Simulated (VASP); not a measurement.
CuO:

```xyz
2
Lattice="2.8363 0.0000 0.0000 -1.4182 2.4563 0.0000 0.0000 0.0000 2.7681" Properties=species:S:1:pos:R:3 pbc="T T T"
Cu    0.0000    0.0000    0.0000
O     1.4182    0.8188    1.3841
```

| Property | Result |
| --- | --- |
| Program | VASP 6.6.1 |
| Task | relaxation of cell and atoms |
| Functional | PBEsol |
| Potentials or basis | VASP PAW PBE potentials, release 64 (Cu, O) |
| Cutoff | 600 eV |
| k mesh | 9 × 9 × 8 |
| Occupations | fermi-dirac, width 0.05 eV |
| Spin | no spin polarisation |

At the start: pressure -9.2 GPa; volume 9.64 Å³/atom.

Task: How do energy, volume and symmetry change on relaxing?

Result: Over 5 steps the energy falls by 22.7 meV/atom and the volume is 9.21 Å³/atom (-4.5 %); space group P-6m2 (No. 187, to 0.05 Å).

Step by step:
| step | energy change (eV) | largest force (eV/Å) | pressure (GPa) | volume (Å³) |
| --- | --- | --- | --- | --- |
| 1 | 0.0000 | 0.0000 | -9.18 | 19.29 |
| 2 | -0.0310 | 0.0000 | 7.39 | 17.78 |
| 3 | -0.0420 | 0.0000 | 1.13 | 18.26 |
| 4 | -0.0449 | 0.0000 | 0.43 | 18.37 |
| 5 | -0.0453 | 0.0000 | 0.04 | 18.42 |

Final structure:
```
Cu O
1.0
     2.83170    0.00000    0.00000
    -1.41585    2.45232    0.00000
     0.00000    0.00000    2.65284
Cu O
1 1
Direct
  0.00000 0.00000 0.00000
  0.66667 0.33333 0.50000
```

Caveat: the PAW data sets were made with another functional, which shifts forces and pressure a little; an odd number of electrons without spin polarisation forces a metal; a magnetic or distorted state may lie lower.
